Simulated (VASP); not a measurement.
Set up this calculation in VASP 6.6.1, as the native input.

```yaml
Task: single point
Functional: LDA
Potentials_or_basis: VASP PAW LDA potentials, release 64 (Si)
Cutoff: 520 eV
k_mesh: 12 × 12 × 12
Occupations: gaussian, width 0.02 eV
Spin: no spin polarisation
Dipole_correction: no
Further_INCAR_settings: ALGO = Normal; EDIFF = 1e-06; NBANDS = 11
```

The structure of Si lies in POSCAR:

```
Si
1.0
    0.0000000000      2.7009711426      2.7009711426
    2.7009711426      0.0000000000      2.7009711426
    2.7009711426      2.7009711426      0.0000000000
Si
2
Direct
    0.7500000000      0.7500000000      0.7500000000
    0.5000000000      0.5000000000      0.5000000000
```

The input as run:

INCAR

```
  ALGO = Normal
  EDIFF = 1E-6
  ENCUT = 520
  ISIF = 2
  ISMEAR = 0
  LASPH = True
  LCHARG = False
  LREAL = False
  LWAVE = False
  NBANDS = 11
  NELM = 60
  PREC = Accurate
  SIGMA = 0.02
```

KPOINTS

```
k-points
0
Gamma
  12 12 12
```

Potentials or basis: VASP PAW LDA potentials, release 64 (Si).

Run with:

```sh
$ cat potpaw_LDA.64/Si/POTCAR > POTCAR
$ mpirun -np 1 vasp_std > vasp.out
```

Results of the run:

```
Pressure               : 0.0 GPa
Band gap on the k mesh : 0.44 eV (least direct gap 2.53 eV)
```

It took 29 s on 1 thread of Intel Xeon 8259CL (shared host), peak memory 0.14 GiB.
